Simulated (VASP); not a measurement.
Here is a VASP 6.6.1 calculation.

The input INCAR:

```
SYSTEM = Sn2Sb
PREC     = Accurate       ! precision mode
ENCUT    = 520            ! plane-wave cutoff, eV
EDIFF    = 1E-7           ! SCF threshold, eV
ISMEAR   = 1              ! smearing method
SIGMA    = 0.0293         ! smearing width, eV
LREAL    = .FALSE.        ! projectors in reciprocal space
LASPH    = .TRUE.         ! aspherical terms in the spheres
NELM     = 80             ! most SCF steps
ALGO     = Normal         ! electronic algorithm
ISIF     = 2              ! what is computed and relaxed
LWAVE    = .FALSE.        ! write WAVECAR
LCHARG   = .FALSE.        ! write CHGCAR
GGA      = PS             ! functional
NBANDS   = 42             ! bands
```

File KPOINTS:

```
Automatic mesh
0
G
  6 6 6
  0 0 0
```

Contents of POSCAR:

```
Sn2Sb
1.0
    0.0000000000      4.6468180000      0.0000000000
    4.6468180000      0.0000000000      0.0000000000
    2.3234090000      2.3234090000     -8.1195460000
Sb Sn
2 4
Direct
    0.1322000000      0.1322000000      0.7356000000
    0.8549000000      0.8549000000      0.2902000000
    0.6580000000      0.6580000000      0.6840000000
    0.3238000000      0.3238000000      0.3524000000
    0.5000000000      0.0000000000      0.0000000000
    0.0000000000      0.5000000000      0.0000000000
```

Potentials or basis: VASP PAW PBE potentials, release 64 (Sb, Sn_d).

Run with:

```bash
$ cat potpaw_PBE.64/Sb/POTCAR potpaw_PBE.64/Sn_d/POTCAR > POTCAR
$ mpirun -np 1 vasp_std > vasp.out
```

Question: Predict the largest force.

Answer: 0.741 eV/Å.

Question: Predict the pressure.

Answer: -1.6 GPa.

Forces in eV/Å, atoms in the order of the input:
```
Sb   0.000  0.000  0.741
Sb   0.000  0.000 -0.383
Sn   0.000  0.000  0.244
Sn   0.000  0.000  0.109
Sn   0.000  0.000 -0.355
Sn   0.000  0.000 -0.355
```

Caveat: the PAW data sets were made with another functional, which shifts forces and pressure a little.
